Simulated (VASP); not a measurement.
# BeS (I-4m2) in VASP: notebook

BeS is run at these levels: PBE, r2SCAN, HSE06; tasks: single point.

Program: VASP 6.6.1. These are calculated values, not measurements. Logs are shortened: lines on timing, memory, paths and dates and some standing lists are left out, and cuts for length are marked.

### 1 The cell of the first run

The structure is tetragonal, space group I-4m2 (No. 119). The conventional cell has a = 3.580 Å, b = 3.580 Å, c = 4.711 Å, α = 90.00°, β = 90.00°, γ = 90.00°. Be (site symmetry -4m2) has 4 S at 2.14 Å within 2.8 Å. S (site symmetry -4m2) has 4 Be at 2.14 Å within 2.8 Å.

### 2 Single point, PBE (epitaxial xy strain +4.0%)

INCAR reads:

```
SYSTEM = BeS
  PREC = Accurate
  ENCUT = 520
  EDIFF = 1E-6
  ISMEAR = 0
  SIGMA = 0.01
  LREAL = .FALSE.
  LASPH = .TRUE.
  NELM = 80
  ALGO = Normal
  ISIF = 2
  LWAVE = .FALSE.
  LCHARG = .FALSE.
  GGA = PE
  NBANDS = 11
```

KPOINTS reads:

```
regular mesh
0
G
  6 6 6
  0 0 0
```

POSCAR reads:

```
BeS
1.0
    0.0000000000      2.5316784796      2.3555199058
    2.5316784796      0.0000000000      2.3555199058
    2.5316784796      2.5316784796      0.0000000000
Be S
1 1
Direct
    0.0000000000      0.0000000000      0.0000000000
    0.2500000000      0.2500000000      0.2500000000
```

Potentials or basis: VASP PAW PBE potentials, release 64 (Be, S).

Command:

```console
> cat potpaw_PBE.64/Be/POTCAR potpaw_PBE.64/S/POTCAR > POTCAR
> mpirun -np 1 vasp_std > vasp.out
```

OUTCAR:

```text
SYSTEM = BeS
   PREC = Accurate
   ENCUT = 520
   EDIFF = 1E-6
   ISMEAR = 0
   LREAL = .FALSE.
   LASPH = .TRUE.
   NELM = 80
   ISIF = 2
   GGA = PE

 ion  position               nearest neighbor table
   1  0.000  0.000  0.000-   2 2.14   2 2.14   2 2.14   2 2.14
   2  0.250  0.250  0.250-   1 2.14   1 2.14   1 2.14   1 2.14

  LATTYP: Found a body centered tetragonal cell.
 ALAT       =     3.5803340414
 C/A-ratio  =     1.3158101331

  Lattice vectors:

 A1 = (   0.0000000000,  -2.5316784796,  -2.3555199058)
 A2 = (   0.0000000000,   2.5316784796,  -2.3555199058)
 A3 = (   2.5316784796,   0.0000000000,   2.3555199058)

Analysis of symmetry for initial positions (statically):
=====================================================================
 Subroutine PRICEL returns:
 Original cell was already a primitive cell.

 Routine SETGRP: Setting up the symmetry group for a
 body centered tetragonal supercell.

 Subroutine GETGRP returns: Found  8 space group operations
 (whereof  8 operations were pure point group operations)
 out of a pool of 16 trial point group operations.

The static configuration has the point symmetry D_2d.

Analysis of symmetry for dynamics (positions and initial velocities):
=====================================================================
 Subroutine PRICEL returns:
 Original cell was already a primitive cell.

 Routine SETGRP: Setting up the symmetry group for a
 body centered tetragonal supercell.

 Subroutine GETGRP returns: Found  8 space group operations
 (whereof  8 operations were pure point group operations)
 out of a pool of 16 trial point group operations.

The dynamic configuration has the point symmetry D_2d.

 Subroutine INISYM returns: Found  8 space group operations
 (whereof  8 operations are pure point group operations),
 and found     1 'primitive' translations

----------------------------------------------------------------------------------------

                                     Primitive cell

  volume of cell :      30.1949

  direct lattice vectors                    reciprocal lattice vectors
     0.000000000  2.531678480  2.355519906    -0.197497433  0.197497433  0.212267363
     2.531678480  0.000000000  2.355519906     0.197497433 -0.197497433  0.212267363
     2.531678480  2.531678480  0.000000000     0.197497433  0.197497433 -0.212267363

  length of vectors
     3.458015320  3.458015320  3.580334041     0.350810355  0.350810355  0.350810355

  position of ions in fractional coordinates (direct lattice)
[... 75 lines left out ...]
   LSORBIT =      F    spin-orbit coupling
   LASPH  =      T    aspherical Exc in radial PAW
   ENCUT  =  520.0 eV  38.22 Ry    6.18 a.u.   6.43  6.43  6.66*2*pi/ulx,y,z
   NELM   =     80;   NELMIN=  2; NELMDL= -5     # of ELM steps
   EDIFF  = 0.1E-05   stopping-criterion for ELM
   LREAL  =      F    real-space projection
[... 7 lines left out ...]
   TEBEG  =    0.0;   TEEND  =   0.0 temperature during run
   PSTRESS=    0.0 pullay stress
   NELECT =       8.0000    total number of electrons
   NUPDOWN=      -1.0000    fix difference up-down
   EMIN   =  10.00;   EMAX   =-10.00  energy-range for DOS
   EFERMI =   0.00;   METHOD = LEGACY
   ISMEAR =     0;   SIGMA  =   0.01  broadening in eV -4-tet -1-fermi 0-gaus
   EFERMI_NEDOS =   21; number of points for ismear=-14 and -15
   IALGO  =     38    algorithm
   IMIX   =      4    mixing-type and parameters
     AMIX     =   0.40;   BMIX     =  1.00
     AMIX_MAG =   1.60;   BMIX_MAG =  1.00
  volume/ion in A,a.u.               =      15.10       101.88
  Fermi-wavevector in a.u.,A,eV,Ry     =   1.051462  1.986975 15.042222  1.105572
  Thomas-Fermi vector in A             =   2.186506
   LORBIT       =      0    0 simple, 1 ext, 2 COOP (PROOUT), +10 PAW based schemes
   GGA     = PE    functional components
   LHFCALC =     F    Hartree Fock is set to
   AEXX    =    0.0000 exact exchange contribution
   IVDW    =     0    specifies the selected vdW correction
   LEPSILON=     F    determine dielectric tensor
   LRPA    =     F    only Hartree local field effects (RPA)
 non-spin polarized calculation
 Gauss-broadening in eV      SIGMA  =   0.01
  energy-cutoff  :      520.00
  volume of cell :       30.19
 maximum number of plane-waves:       829
 NGX is ok and might be reduce to    28
   NGX = 13   NGY = 13   NGZ = 13

 number of electron       8.0000000 magnetization

 Free energy of the ion-electron system (eV)
  ---------------------------------------------------
  ext. energy  EPLUGINS =         0.00000000
  ---------------------------------------------------
  free energy    TOTEN  =        -9.96930858 eV

  energy without entropy =       -9.96930858  energy(sigma->0) =       -9.96930858

 E-fermi :   3.9522     XC(G=0):  -9.5008

 val. band max:        3.8224482446   @ k =   0.0000   0.0000   0.0000
 cond. band min:       6.5270064699   @ k =   0.5000   0.5000   0.0000
 fundamental gap:      2.7045582253
 Fermi energy:         3.9521758293

 k-point     1 :       0.0000    0.0000    0.0000
  band No.  band energies     occupation
      1      -9.7103      2.00000
      2       3.5038      2.00000
      3       3.5038      2.00000
      4       3.8224      2.00000
      5       8.9945      0.00000
      6       9.2609      0.00000
      7       9.3641      0.00000
      8       9.3641      0.00000
      9      15.5670      0.00000
     10      16.8825      0.00000
     11      18.0655      0.00000
[... 309 lines left out ...]
 k-point    24 :       0.5000    0.0000    0.3333
  band No.  band energies     occupation
      1      -7.9731      2.00000
      2      -0.9133      2.00000
      3       0.7021      2.00000
      4       1.6489      2.00000
      5       7.9545      0.00000
      6      10.0790      0.00000
      7      13.4158      0.00000
      8      14.5977      0.00000
      9      16.9050      0.00000
     10      18.4501      0.00000
     11      19.6110      0.00000

 [... further k-points ...]
[... 5 lines left out ...]
  --------------------------------------------------------------------------------------
  -------------------------------------------------------------------------------------
  Total       -1.0441202     -1.0441202      0.0858731      0.0000000      0.0000000     -0.0000000
  in kB      -55.4022248    -55.4022248      4.5565241      0.0000000      0.0000000     -0.0000000
  external PRESSURE =     -35.4159752 kB  Pullay stress =       0.0000000 kB

 VOLUME and BASIS-vectors are now :
 -----------------------------------------------------------------------------
  energy-cutoff  :      520.00
  volume of cell :       30.19
      direct lattice vectors                 reciprocal lattice vectors
     0.000000000  2.531678480  2.355519906    -0.197497433  0.197497433  0.212267363
     2.531678480  0.000000000  2.355519906     0.197497433 -0.197497433  0.212267363
     2.531678480  2.531678480  0.000000000     0.197497433  0.197497433 -0.212267363

 POSITION                                       TOTAL-FORCE (eV/Angst)
 -----------------------------------------------------------------------------------
      0.00000      0.00000      0.00000         0.000000     -0.000000      0.000000
      1.26584      1.26584      1.17776        -0.000000      0.000000      0.000000
 -----------------------------------------------------------------------------------
    total drift:                               -0.000000     -0.000000      0.000000

  FREE ENERGIE OF THE ION-ELECTRON SYSTEM (eV)
  ---------------------------------------------------
  free  energy   TOTEN  =        -9.9693085778 eV

  energy  without entropy=       -9.9693085778  energy(sigma->0) =       -9.96930858
```

OSZICAR:

```text
N       E                     dE             d eps       ncg     rms          rms(c)
DAV:   1     0.201321832480E+02    0.20132E+02   -0.38058E+03   660   0.619E+02
DAV:   2    -0.888221486629E+01   -0.29014E+02   -0.27941E+02   907   0.113E+02
DAV:   3    -0.101096793651E+02   -0.12275E+01   -0.12252E+01   863   0.233E+01
DAV:   4    -0.101169844159E+02   -0.73051E-02   -0.73040E-02   811   0.209E+00
DAV:   5    -0.101170518808E+02   -0.67465E-04   -0.67464E-04   865   0.196E-01    0.523E+00
DAV:   6    -0.999838517789E+01    0.11867E+00   -0.13291E-01   764   0.164E+00    0.359E+00
DAV:   7    -0.996778400730E+01    0.30601E-01   -0.97527E-02   778   0.160E+00    0.109E+00
DAV:   8    -0.996916174855E+01   -0.13777E-02   -0.68550E-03   888   0.408E-01    0.115E-01
DAV:   9    -0.996923525604E+01   -0.73507E-04   -0.49140E-04   813   0.138E-01    0.283E-02
DAV:  10    -0.996930416946E+01   -0.68913E-04   -0.95043E-05   771   0.590E-02    0.168E-02
DAV:  11    -0.996930820504E+01   -0.40356E-05   -0.14241E-05   849   0.197E-02    0.103E-02
DAV:  12    -0.996930857776E+01   -0.37272E-06   -0.50857E-07   538   0.444E-03
   1 F= -.99693086E+01 E0= -.99693086E+01  d E =-.213051E-77
```

stdout:

```text
POSCAR found type information on POSCAR BeS
 POSCAR found :  2 types and       2 ions
 scaLAPACK will be used
 LDA part: xc-table for (Slater+PW92), standard interpolation
 POSCAR, INCAR and KPOINTS ok, starting setup
 FFT: planning ... GRIDC
 FFT: planning ... GRID_SOFT
 FFT: planning ... GRID
 WAVECAR not read
 entering main loop
```

It took 7.1 s on 1 thread of Intel Xeon 6975P-C (Granite Rapids), shared host; peak memory 0.15 GiB.

What came out:

| Item | Value |
| --- | --- |
| Free energy | -9.9693 eV |
| Pressure | -3.5 GPa |
| Band gap on the k mesh | 2.70 eV, indirect (least direct gap 5.17 eV) |

Caveat: the cell differs from its parent crystal (epitaxial xy strain +4.0%). A k mesh can miss the band edges.

### 3 Single point, PBE (epitaxial xy strain +4.0%)

INCAR reads:

```
ALGO = Normal ; EDIFF = 1E-6
ENCUT = 520 ; GGA = PE
ISIF = 2 ; ISMEAR = -1
LASPH = True ; LCHARG = True
LELF = True ; LREAL = False
LVHAR = True ; LWAVE = False
NBANDS = 11 ; NELM = 100
PREC = Accurate ; SIGMA = 0.02
```

KPOINTS reads:

```
k-points
0
Gamma
  10 10 10
```

POSCAR is that of step 2.

Potentials or basis: VASP PAW PBE potentials, release 64 (Be, S).

Command:

```console
> cat potpaw_PBE.64/Be/POTCAR potpaw_PBE.64/S/POTCAR > POTCAR
> mpirun -np 1 vasp_std > vasp.out
```

OUTCAR:

```text
EDIFF = 1E-6
   ENCUT = 520
   GGA = PE
   ISIF = 2
   ISMEAR = -1
   LASPH = True
   LREAL = False
   NELM = 100
   PREC = Accurate

 ion  position               nearest neighbor table
   1  0.000  0.000  0.000-   2 2.14   2 2.14   2 2.14   2 2.14
   2  0.250  0.250  0.250-   1 2.14   1 2.14   1 2.14   1 2.14

  LATTYP: Found a body centered tetragonal cell.
 ALAT       =     3.5803340414
 C/A-ratio  =     1.3158101331

  Lattice vectors:

 A1 = (   0.0000000000,  -2.5316784796,  -2.3555199058)
 A2 = (   0.0000000000,   2.5316784796,  -2.3555199058)
 A3 = (   2.5316784796,   0.0000000000,   2.3555199058)

Analysis of symmetry for initial positions (statically):
=====================================================================
 Subroutine PRICEL returns:
 Original cell was already a primitive cell.

 Routine SETGRP: Setting up the symmetry group for a
 body centered tetragonal supercell.

 Subroutine GETGRP returns: Found  8 space group operations
 (whereof  8 operations were pure point group operations)
 out of a pool of 16 trial point group operations.

The static configuration has the point symmetry D_2d.

[... 163 lines left out ...]
 cond. band min:       6.5263072559   @ k =   0.5000   0.5000   0.0000
 fundamental gap:      2.7057172161
 Fermi energy:         4.1780472024

 k-point     1 :       0.0000    0.0000    0.0000
  band No.  band energies     occupation
      1      -9.7120      2.00000
      2       3.5020      2.00000
      3       3.5020      2.00000
      4       3.8206      2.00000
      5       8.9931      0.00000
      6       9.2604      0.00000
      7       9.3635      0.00000
      8       9.3635      0.00000
      9      15.5661      0.00000
     10      16.8816      0.00000
     11      18.0648      0.00000
[... 309 lines left out ...]
 k-point    24 :       0.4000    0.3000    0.0000
  band No.  band energies     occupation
      1      -8.1205      2.00000
      2      -0.1903      2.00000
      3       1.2089      2.00000
      4       1.2768      2.00000
      5       7.4745      0.00000
      6       9.1420      0.00000
      7      13.5115      0.00000
      8      13.5257      0.00000
      9      17.2142      0.00000
     10      18.5087      0.00000
     11      20.2757      0.00000

 [... further k-points ...]
[... 5 lines left out ...]
  --------------------------------------------------------------------------------------
  -------------------------------------------------------------------------------------
  Total       -1.0497456     -1.0497456      0.0782397      0.0000000      0.0000000     -0.0000000
  in kB      -55.7007137    -55.7007137      4.1514876      0.0000000      0.0000000     -0.0000000
  external PRESSURE =     -35.7499799 kB  Pullay stress =       0.0000000 kB

 VOLUME and BASIS-vectors are now :
 -----------------------------------------------------------------------------
  energy-cutoff  :      520.00
  volume of cell :       30.19
      direct lattice vectors                 reciprocal lattice vectors
     0.000000000  2.531678480  2.355519906    -0.197497433  0.197497433  0.212267363
     2.531678480  0.000000000  2.355519906     0.197497433 -0.197497433  0.212267363
     2.531678480  2.531678480  0.000000000     0.197497433  0.197497433 -0.212267363

 POSITION                                       TOTAL-FORCE (eV/Angst)
 -----------------------------------------------------------------------------------
      0.00000      0.00000      0.00000         0.000000      0.000000      0.000000
      1.26584      1.26584      1.17776        -0.000000     -0.000000     -0.000000
 -----------------------------------------------------------------------------------
    total drift:                               -0.000000     -0.000000      0.000000

  FREE ENERGIE OF THE ION-ELECTRON SYSTEM (eV)
  ---------------------------------------------------
  free  energy   TOTEN  =        -9.9718455824 eV

  energy  without entropy=       -9.9718455824  energy(sigma->0) =       -9.97184558
```

OSZICAR:

```text
N       E                     dE             d eps       ncg     rms          rms(c)
DAV:   1     0.209558034182E+02    0.20956E+02   -0.38462E+03  2244   0.621E+02
DAV:   2    -0.893902180257E+01   -0.29895E+02   -0.28829E+02  3101   0.116E+02
DAV:   3    -0.101116367429E+02   -0.11726E+01   -0.11705E+01  2833   0.230E+01
DAV:   4    -0.101189992717E+02   -0.73625E-02   -0.73611E-02  2770   0.214E+00
DAV:   5    -0.101190595282E+02   -0.60257E-04   -0.60255E-04  2924   0.185E-01    0.524E+00
DAV:   6    -0.100008574711E+02    0.11820E+00   -0.13177E-01  2550   0.164E+00    0.359E+00
DAV:   7    -0.997032974988E+01    0.30528E-01   -0.96835E-02  2683   0.160E+00    0.109E+00
DAV:   8    -0.997170077067E+01   -0.13710E-02   -0.68020E-03  3021   0.407E-01    0.114E-01
DAV:   9    -0.997177159258E+01   -0.70822E-04   -0.48625E-04  2731   0.138E-01    0.287E-02
DAV:  10    -0.997184114218E+01   -0.69550E-04   -0.95686E-05  2624   0.593E-02    0.166E-02
DAV:  11    -0.997184520357E+01   -0.40614E-05   -0.14248E-05  2896   0.198E-02    0.106E-02
DAV:  12    -0.997184558244E+01   -0.37887E-06   -0.52748E-07  1834   0.449E-03
   1 F= -.99718456E+01 E0= -.99718456E+01  d E =-.130712E-10
```

stdout:

```text
POSCAR found type information on POSCAR BeS
 POSCAR found :  2 types and       2 ions
 scaLAPACK will be used
 LDA part: xc-table for (Slater+PW92), standard interpolation
 POSCAR, INCAR and KPOINTS ok, starting setup
 FFT: planning ... GRIDC
 FFT: planning ... GRID_SOFT
 FFT: planning ... GRID
 WAVECAR not read
 entering main loop
```

Run time: 14 s. Hardware: 1 thread of Intel Xeon 6975P-C (Granite Rapids), shared host; peak memory 0.16 GiB.

What came out:

- Free energy: -9.9718 eV
- Pressure: -3.6 GPa
- Band gap on the k mesh: 2.71 eV, indirect (least direct gap 5.17 eV)

Stress tensor (GPa, compression positive):
```
-5.57  0.00  0.00
 0.00 -5.57  0.00
 0.00  0.00  0.42
```

Levels at points of the mesh, in eV from the valence-band top:
```csv
k point,band 1,band 2,band 3,band 4,band 5,band 6,band 7,band 8
"(0.00, 0.00, 0.00)",-13.53,-0.32,-0.32,0.00,5.17,5.44,5.54,5.54
"(0.50, 0.00, 0.00)",-12.07,-5.64,-1.46,-0.88,4.85,6.07,6.87,10.75
"(0.50, 0.50, 0.00)",-11.39,-4.62,-3.00,-3.00,2.71,4.29,12.11,12.11
"(0.50, 0.00, 0.50)",-11.68,-5.10,-2.51,-2.41,3.20,4.99,11.78,11.97
```

Caveat: the cell differs from its parent crystal (epitaxial xy strain +4.0%).

[end of part 1 of 2]
